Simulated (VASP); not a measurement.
Write the native input for VASP 6.6.1 that does the following.

| Quantity | Value |
| --- | --- |
| Task | single point |
| Functional | PBE |
| Potentials or basis | VASP PAW PBE potentials, release 64 (Ta_pv, Ru_pv) |
| Cutoff | 520 eV |
| k mesh | 3 × 3 × 4 |
| Occupations | gaussian, width 0.1 eV |
| Spin | no spin polarisation |
| Dipole correction | no |
| Further INCAR settings | ALGO = Fast; EDIFF = 1e-06; NBANDS = 45 |

The structure of Ta2Ru lies in POSCAR:

```
Ta2Ru
1.0
    5.9314727700      0.0000000000      0.0000000000
   -2.9657363900      5.1368061000      0.0000000000
    0.0000000000      0.0000000000      3.7843462800
Ta Ru
4 2
Direct
    0.6611961400      0.0000000000      0.5000000000
    0.0000000000      0.6611961400      0.5000000000
    0.3388038600      0.3388038600      0.5000000000
    0.0000000000      0.0000000000      0.5000000000
    0.3333333300      0.6666666700      0.5000000000
    0.6666666700      0.3333333300      0.5000000000
```

The cell was built from a structure type or drawn by symmetry, and may not be a known phase.

These files were run (other wordings do the same):

INCAR

```
ALGO     = Fast           # electronic algorithm
EDIFF    = 1E-6           # SCF threshold, eV
ENCUT    = 520            # plane-wave cutoff, eV
GGA      = PE             # functional
ISIF     = 2              # what is computed and relaxed
ISMEAR   = 0              # smearing method
LASPH    = T              # aspherical terms in the spheres
LCHARG   = T              # write CHGCAR
LELF     = T              # ELF
LREAL    = F              # projectors in reciprocal space
LVHAR    = T            
LWAVE    = F              # write WAVECAR
NBANDS   = 45             # bands
NELM     = 80             # most SCF steps
PREC     = Accurate       # precision mode
SIGMA    = 0.1            # smearing width, eV
```

KPOINTS

```
k-points
0
Gamma
  3 3 4
```

Potentials or basis: VASP PAW PBE potentials, release 64 (Ta_pv, Ru_pv).

The run is started by

```sh
$ cat potpaw_PBE.64/Ta_pv/POTCAR potpaw_PBE.64/Ru_pv/POTCAR > POTCAR
$ mpirun -np 1 vasp_std > vasp.out
```

It gave:

| Item | Value |
| --- | --- |
| Pressure | 122.7 GPa |
| Largest force | 1.179 eV/Å |
| Band gap on the k mesh | zero (bands 36 and 37 overlap by 0.20 eV) |

Caveat: the k points lie up to 0.42 Å⁻¹ apart; atoms lie so close that the PAW spheres overlap strongly, which falsifies energies and pressures; spin-orbit coupling is left out, which moves the levels of the heavy elements; forces of over 1 eV/Å act on the atoms, so gaps and moduli don't describe the material at rest.

Wall time 84 s on 1 thread of Intel(R) Xeon(R) Platinum 8488C (Sapphire Rapids) (shared host), peak memory 0.25 GiB.
